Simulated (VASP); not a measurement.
Runs of VASP 6.6.1 on CsBr. It takes space group Pm-3m (No. 221, cubic). The conventional cell has a = 4.320 Å, b = 4.320 Å, c = 4.320 Å, α = 90.00°, β = 90.00°, γ = 90.00°. Within 4.9 Å of Cs (site symmetry m-3m) lie 8 Br at 3.74 Å and 6 Cs at 4.32 Å. Br (site symmetry m-3m) has 8 Cs at 3.74 Å and 6 Br at 4.32 Å within 4.9 Å. 

```csv
level,potentials or basis,cutoff (eV),grid for exact exchange (PRECFOCK),screening parameter,gap on the mesh (eV),pressure (GPa)
HSE06,"VASP PAW PBE potentials, release 64 (Cs_sv, Br)",400,Normal,0.2079 1/Å,5.60,(c)
LDA,"VASP PAW LDA potentials, release 64 (Cs_sv, Br)",500,-,-,4.05,-1.9
PBE,"VASP PAW PBE potentials, release 64 (Cs_sv, Br)",500,-,-,4.42,(a)
r2SCAN,"VASP PAW PBE potentials, release 64 (Cs_sv, Br)",550,-,-,(b),0.1
```

Alike in all rows: task single point; no spin polarisation; cell as given; k mesh 4 × 4 × 4; smearing gaussian 0.01 eV.

Q: Estimate the missing entries.

A: (a) 0.7; (b) 5.18; (c) 0.4.

Caveats: spin-orbit coupling is left out, which moves the levels of the heavy elements; the PAW data sets were made with another functional, which shifts forces and pressure a little (some runs).

A k mesh can miss the band edges, and the runs leave out spin-orbit coupling on Br, Cs.
